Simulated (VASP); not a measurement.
Os, 1 atom in the cell. Symmetry: Im-3m, No. 229, cubic system. Conventional cell: a = 3.062 Å, b = 3.062 Å, c = 3.062 Å, α = 90.00°, β = 90.00°, γ = 90.00°. Within 3.5 Å of Os (site symmetry m-3m) lie 14 Os at 2.65 to 3.06 Å. 

| Property | Result |
| --- | --- |
| Program | VASP 6.6.1 |
| Task | single point |
| Functional | PBEsol |
| Potentials or basis | VASP PAW PBE potentials, release 64 (Os) |
| Cutoff | 520 eV |
| k mesh | 19 × 19 × 19 |
| Occupations | fermi-dirac, width 0.05 eV |
| Spin | no spin polarisation |
| Dipole correction | no |
| Further INCAR settings | ALGO = Normal; EDIFF = 1e-06; NBANDS = 10 |

Potentials or basis: VASP PAW PBE potentials, release 64 (Os).

The run is started by

```sh
$ cat potpaw_PBE.64/Os/POTCAR > POTCAR
$ mpirun -np 1 vasp_std > vasp.out
```

Hardware: 1 thread of Intel Xeon 6975P-C, on a shared host.

Task: How long does it take, and how much memory?

Result: Wall time 13 s on 1 thread of Intel Xeon 6975P-C, on a shared host, peak memory 0.15 GiB. Counts: scf iterations 11, k points 220.
